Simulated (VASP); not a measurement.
TaSi (CsCl type): relaxation of cell and atoms with PBEsol

Crystal: TaSi (CsCl type).

```
Ta Si
1.0
     2.96818    0.00000    0.00000
     0.00000    2.96818    0.00000
     0.00000    0.00000    2.96818
Ta Si
1 1
Direct
  0.00000 0.00000 0.00000
  0.50000 0.50000 0.50000
```

- Program: VASP 6.6.1
- Task: relaxation of cell and atoms
- Functional: PBEsol
- Potentials or basis: VASP PAW PBE potentials, release 64 (Ta_pv, Si)
- Cutoff: 600 eV
- k mesh: 14 × 14 × 14
- Occupations: fermi-dirac, width 0.05 eV
- Spin: no spin polarisation
- Dipole correction: no
- Further INCAR settings: ALGO = Normal; EDIFF = 1e-07; IBRION = 2; EDIFFG = -0.005; NSW = 60; ISIF = 3

The relaxed volume is 15.28 Å³/atom and the relaxed cell is a = 3.126 Å, b = 3.126 Å, c = 3.126 Å, α = 90.00°, β = 90.00°, γ = 90.00°. The space group after relaxing (to 0.05 Å) is Pm-3m (No. 221). The energy gained by relaxing is 251.4 meV/atom and the ionic steps are 20. The pressure after relaxing is 0.0 GPa.

Step by step:
```
step  energy change (eV)  largest force (eV/Å)  pressure (GPa)  volume (Å³)
   1              0.0000                0.0000           41.77        26.15
   2              0.8591                0.0000          -30.98        41.29
   3             -0.4993                0.0000           -2.66        30.98
   4             -0.5028                0.0000           -0.45        30.62
   5             -0.5028                0.0000            0.15        30.53
   6             -0.5028                0.0000            0.16        30.53
   7             -0.5028                0.0000            0.16        30.53
   8             -0.5028                0.0000            0.15        30.53
   9             -0.5028                0.0000            0.15        30.53
  10             -0.5028                0.0000            0.15        30.53
  11             -0.5028                0.0000            0.15        30.53
  12             -0.5028                0.0000            0.15        30.53
  13             -0.5028                0.0000            0.15        30.53
  14             -0.5028                0.0000            0.15        30.53
  15             -0.5028                0.0000            0.15        30.53
  16             -0.5029                0.0000            0.15        30.53
  17             -0.5029                0.0000            0.13        30.53
  18             -0.5029                0.0000            0.12        30.53
  19             -0.5029                0.0000            0.08        30.54
  20             -0.5029                0.0000            0.01        30.55
```

Final structure:
```
CELL_PARAMETERS angstrom
3.12612 0.00000 0.00000
0.00000 3.12612 0.00000
0.00000 0.00000 3.12612
ATOMIC_POSITIONS crystal
Ta 0.00000 0.00000 0.00000
Si 0.50000 0.50000 0.50000
```

Levels at points of the mesh, in eV from the Fermi level:
| k point | band 3 | band 4 | band 5 | band 6 | band 7 | band 8 | band 9 | band 10 | band 11 |
| --- | --- | --- | --- | --- | --- | --- | --- | --- | --- |
| (0.00, 0.00, 0.00) | -33.92 | -12.02 | -2.86 | -2.86 | 2.39 | 2.39 | 2.39 | 2.87 | 2.87 |
| (0.50, 0.00, 0.00) | -33.89 | -8.30 | -7.37 | -1.56 | -1.07 | -1.07 | 3.48 | 5.03 | 5.38 |
| (0.50, 0.50, 0.00) | -33.85 | -8.29 | -3.25 | -3.25 | -2.98 | 0.51 | 0.51 | 4.86 | 5.29 |
| (0.50, 0.50, 0.50) | -34.21 | -5.41 | -5.41 | -5.41 | -3.83 | 3.42 | 3.42 | 3.42 | 5.48 |

Wall time 64 s on 1 thread of Intel(R) Xeon(R) 6975P-C (Granite Rapids), with other jobs on the host, peak memory 0.18 GiB.

Caveat: the volume moved by over 15 % at a fixed basis, so the end points are rough; the PAW data sets were made with another functional, which shifts forces and pressure a little; spin-orbit coupling is left out, which moves the levels of the heavy elements.
